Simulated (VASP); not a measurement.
Write the native input for VASP 6.6.1 that does the following.

```yaml
Task: relaxation of cell and atoms
Functional: PBE
Potentials_or_basis: VASP PAW PBE potentials, release 64 (Sr_sv, Tm_3, Si), 4f in core
Cutoff: 500 eV
k_mesh: 3 × 3 × 3
Occupations: gaussian, width 0.2 eV
Spin: no spin polarisation
Dipole_correction: no
Mended: yes
Further_INCAR_settings: ALGO = Normal; EDIFF = 1e-07; IBRION = 2; EDIFFG = -0.08; NSW = 36; ISIF = 3
```

The structure of Sr4TmSi lies in POSCAR:

```
Sr4TmSi
1.0
    6.0565462900      0.0000000000      0.0000000000
   -3.0282731500      5.2451229500      0.0000000000
    0.0000000000      0.0000000000      5.8666679900
Sr Tm Si
4 1 1
Direct
    0.3333333300      0.6666666700      0.5000000000
    0.6666666700      0.3333333300      0.5000000000
    0.3333333300      0.6666666700      0.0000000000
    0.6666666700      0.3333333300      0.0000000000
    0.0000000000      0.0000000000      0.0000000000
    0.0000000000      0.0000000000      0.5000000000
```

The cell was built from a structure type or drawn by symmetry, and may not be a known phase.

These files were run (other wordings do the same):

INCAR

```
PREC = Accurate
ENCUT = 500
EDIFF = 1E-7
ISMEAR = 0
SIGMA = 0.2
LREAL = False
LASPH = True
NELM = 200
ALGO = Normal
ISIF = 3
LWAVE = False
LCHARG = False
GGA = PE
IBRION = 2
NSW = 36
EDIFFG = -0.08
GGA_COMPAT = False
NELMIN = 4
LMAXMIX = 6
```

KPOINTS

```
Automatic mesh
0
Gamma
  3 3 3
```

Potentials or basis: VASP PAW PBE potentials, release 64 (Sr_sv, Tm_3, Si), 4f in core.

Launch:

```sh
$ cat potpaw_PBE.64/Sr_sv/POTCAR potpaw_PBE.64/Tm_3/POTCAR potpaw_PBE.64/Si/POTCAR > POTCAR
$ mpirun -np 1 vasp_std > vasp.out
```

Results of the run:

| Quantity | Value |
| --- | --- |
| Relaxed volume | 39.36 Å³/atom |
| Relaxed cell | a = 6.226 Å, b = 6.226 Å, c = 7.035 Å, α = 90.00°, β = 90.00°, γ = 120.00° |
| Space group after relaxing (to 0.1 Å) | P6/mmm (No. 191) |
| Energy gained by relaxing | 176.1 meV/atom |
| Ionic steps | 7 |
| Pressure after relaxing | 0.0 GPa |
| Band gap on the k mesh | zero (an odd number of electrons rules out a gap without spin polarisation) |

Caveat: the k points lie up to 0.39 Å⁻¹ apart in the final cell, too coarse for converged energies and pressures of a metal; the volume moved by over 15 % at a fixed basis, so the end points are rough; spin-orbit coupling is left out, which moves the levels of the heavy elements; the 4f electrons are frozen in the core, so they carry no moment and show no levels.

Run time: 4.5 min on 1 thread of AMD EPYC 9R45 96-Core Processor (Zen 5) (shared host), peak memory 0.32 GiB.
